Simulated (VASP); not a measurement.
Ca4Si3N, 8 atoms in the cell. It takes space group P4mm (No. 99, tetragonal). Conventional cell: a = 3.530 Å, b = 3.530 Å, c = 12.301 Å, α = 90.00°, β = 90.00°, γ = 90.00°. Ca (site symmetry 2mm) has 4 Si at 2.48 Å and 4 Ca at 2.50 Å within 3.3 Å. Within 2.7 Å of Ca (site symmetry 2mm) lie 2 N at 2.06 Å and 2 Si at 2.37 Å and 4 Ca at 2.50 Å. Within 3.3 Å of Si (site symmetry 4mm) lie 4 Ca at 2.48 Å. Si (site symmetry 4mm) has 4 Ca at 2.48 Å within 3.3 Å. Si (site symmetry 4mm) has 4 Ca at 2.37 Å within 3.1 Å. N (site symmetry 4mm) has 4 Ca at 2.06 Å within 2.7 Å. The cell was generated, and may not be a known phase.

```yaml
Program: VASP 6.6.1
Task: relaxation of cell and atoms
Functional: PBE
Potentials_or_basis: VASP PAW PBE potentials, release 64 (Ca_sv, Si, N)
Cutoff: 600 eV
k_mesh: 5 × 5 × 2
Occupations: gaussian, width 0.2 eV
Spin: no spin polarisation
Dipole_correction: no
Further_INCAR_settings: ALGO = Normal; EDIFF = 1e-06; IBRION = 2; EDIFFG = -0.08; NSW = 36; ISIF = 3
```

Potentials or basis: VASP PAW PBE potentials, release 64 (Ca_sv, Si, N).

Command:

```bash
$ cat potpaw_PBE.64/Ca_sv/POTCAR potpaw_PBE.64/Si/POTCAR potpaw_PBE.64/N/POTCAR > POTCAR
$ mpirun -np 1 vasp_std > vasp.out
```

Hardware: 1 thread of Oxide Virtual Turin-like Processor, with other jobs on the host.

**Question.** Estimate the wall time of this run.

**Answer.** Wall time 23 min on 1 thread of Oxide Virtual Turin-like Processor (shared host), peak memory 0.29 GiB. Counts: scf iterations 423, k points 12, ion steps 33.
